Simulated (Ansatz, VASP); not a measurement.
# One calculation of In, two programs

Contents of INCAR:

```
ALGO = Normal
EDIFF = 1E-6
ENCUT = 520
GGA = PE
ISIF = 2
ISMEAR = -1
LASPH = True
LCHARG = False
LREAL = False
LWAVE = False
NBANDS = 12
NELM = 80
PREC = Accurate
SIGMA = 0.1
```

The input KPOINTS:

```
k-points
0
Gamma
  15 15 14
```

File POSCAR:

```
In
1.0
    2.4917456791      0.0000000000      0.0000000000
   -1.2458728395      2.1579150579      0.0000000000
    0.0000000000      0.0000000000      2.3874569575
In
1
Direct
    0.0000000000      0.0000000000      0.0000000000
```

Input for Ansatz:

```yaml
crystal:
  lattice:
    - [2.4917456791, 0.0, 0.0]
    - [-1.2458728395, 2.1579150579, 0.0]
    - [0.0, 0.0, 2.3874569575]
  atoms:
    - { symbol: In, position: [0.0, 0.0, 0.0] }
kpoints:
  mp_grid: { grid: [15, 15, 14] }
scf:
  occupations: { method: fermi_dirac, width: 0.1 }
hamiltonian:
  xc: pbe
  pseudopotentials: { kind: all_electron, lapw: { basis_error: 0.001 } }
output:
  forces: true
  stress: true
  eigenvalues: true
  populations: true
```

Change from the starting cell: volume scaled by 0.45, LAPW.

Alike in both runs: task single point; functional PBE; k mesh 15 × 15 × 14; occupations fermi-dirac, width 0.1 eV; no spin polarisation.

|  | VASP | Ansatz |
| --- | --- | --- |
| version | VASP 6.6.1 | Ansatz 0.2.0 |
| potentials or method | VASP PAW PBE potentials, release 64 (In_d), cutoff 520 eV | all-electron LAPW, scalar-relativistic |

Ansatz gave:

| Property | Result |
| --- | --- |
| pressure (GPa) | 207.9 |
| traceless stress, the component that is largest in VASP (GPa) | -0.13 |

Question: Estimate VASP's values.

Answer: Pressure (GPa): 208.3; traceless stress, the component that is largest in VASP (GPa): -0.10.

Both programs put the cell under a high pressure, so it lies far from rest at this level. Ansatz ran all-electron here, and VASP with PAW potentials.

Noted on VASP's run: the cell as given lies far from equilibrium.
